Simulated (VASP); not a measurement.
Write the native input for VASP 6.6.1 that does the following.

- Task: single point
- Functional: PBE
- Potentials or basis: VASP PAW PBE potentials, release 64 (Fe)
- Cutoff: 520 eV
- k mesh: 15 × 15 × 15
- Occupations: gaussian, width 1 eV
- Spin: collinear spin, ferromagnetic start
- Starting moments: [2.208] μB
- Dipole correction: no
- Further INCAR settings: ALGO = Normal; EDIFF = 1e-06; NBANDS = 14

The structure of Fe lies in POSCAR:

```
Fe
1.0
   -1.4163059769      1.4163059769      1.4163059769
    1.4163059769     -1.4163059769      1.4163059769
    1.4163059769      1.4163059769     -1.4163059769
Fe
1
Direct
    0.0000000000      0.0000000000      0.0000000000
```

The input as run:

INCAR

```
SYSTEM = Fe
PREC     = Accurate       ! precision mode
ENCUT    = 520            ! plane-wave cutoff, eV
EDIFF    = 1E-6           ! SCF threshold, eV
ISMEAR   = 0              ! smearing method
SIGMA    = 1.0            ! smearing width, eV
LREAL    = .FALSE.        ! projectors in reciprocal space
LASPH    = .TRUE.         ! aspherical terms in the spheres
NELM     = 150            ! most SCF steps
ALGO     = Normal         ! electronic algorithm
ISIF     = 2              ! what is computed and relaxed
LWAVE    = .FALSE.        ! write WAVECAR
LCHARG   = .FALSE.        ! write CHGCAR
ISPIN    = 2              ! spin polarisation
MAGMOM   = 2.208          ! initial moments
LORBIT   = 11             ! projections on sites
LMAXMIX  = 4              ! l up to which the mixer works
GGA      = PE             ! functional
NBANDS   = 14             ! bands
```

KPOINTS

```
regular mesh
0
G
  15 15 15
  0 0 0
```

Potentials or basis: VASP PAW PBE potentials, release 64 (Fe).

Launch:

```sh
$ cat potpaw_PBE.64/Fe/POTCAR > POTCAR
$ mpirun -np 1 vasp_std > vasp.out
```

Results of the run:

```
Pressure                                              : -0.4 GPa
Net moment                                            : 1.84 μB per cell
Site moments                                          : Fe +1.84 μB
Valence electrons inside the program's atomic spheres : Fe 7.27
```

It took 51 s on 1 thread of AMD EPYC 7R13, with other jobs on the host, peak memory 0.11 GiB.
